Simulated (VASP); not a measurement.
Set up this calculation in VASP 6.6.1, as the native input.

* Task: single point
* Functional: PBE
* Dispersion: D3(BJ)
* Potentials or basis: VASP PAW PBE potentials, release 64 (Mo_sv, S)
* Cutoff: 520 eV
* k mesh: 12 × 12 × 12
* Occupations: gaussian, width 0.02 eV
* Spin: no spin polarisation
* Dipole correction: no
* Further INCAR settings: ALGO = Normal; EDIFF = 1e-06; NBANDS = 20

The structure of MoS2 lies in POSCAR:

```
MoS2
1.0
    1.5764743785      0.9101779068      5.9965349959
   -1.5764743785      0.9101779068      5.9965349959
    0.0000000000     -1.8203558137      5.9965349959
Mo S
1 2
Direct
    0.0000172715      0.0000172715      0.0000172715
    0.7535591261      0.7535591261      0.7535591261
    0.5797236024      0.5797236024      0.5797236024
```

One way to write it, as run:

INCAR

```
SYSTEM = MoS2
  ALGO = Normal
  EDIFF = 1E-6
  ENCUT = 520
  GGA = PE
  ISIF = 2
  ISMEAR = 0
  IVDW = 12
  LASPH = .True.
  LCHARG = .False.
  LREAL = .False.
  LWAVE = .False.
  NBANDS = 20
  NELM = 100
  PREC = Accurate
  SIGMA = 0.02
```

KPOINTS

```
k-points
0
Gamma
  12 12 12
  0 0 0
```

Potentials or basis: VASP PAW PBE potentials, release 64 (Mo_sv, S).

The run is started by

```console
$ cat potpaw_PBE.64/Mo_sv/POTCAR potpaw_PBE.64/S/POTCAR > POTCAR
$ mpirun -np 1 vasp_std > vasp.out
```

It gave:

- Pressure: -0.1 GPa
- Largest force: 0.015 eV/Å
- Band gap on the k mesh: 0.81 eV, indirect (least direct gap 1.77 eV)
- Dispersion energy per atom: -0.440 eV

Run time: 9.5 min on 1 thread of Intel(R) Xeon(R) Platinum 8259CL CPU @ 2.50GHz (Skylake/Cascade Lake) (shared host), peak memory 0.44 GiB.
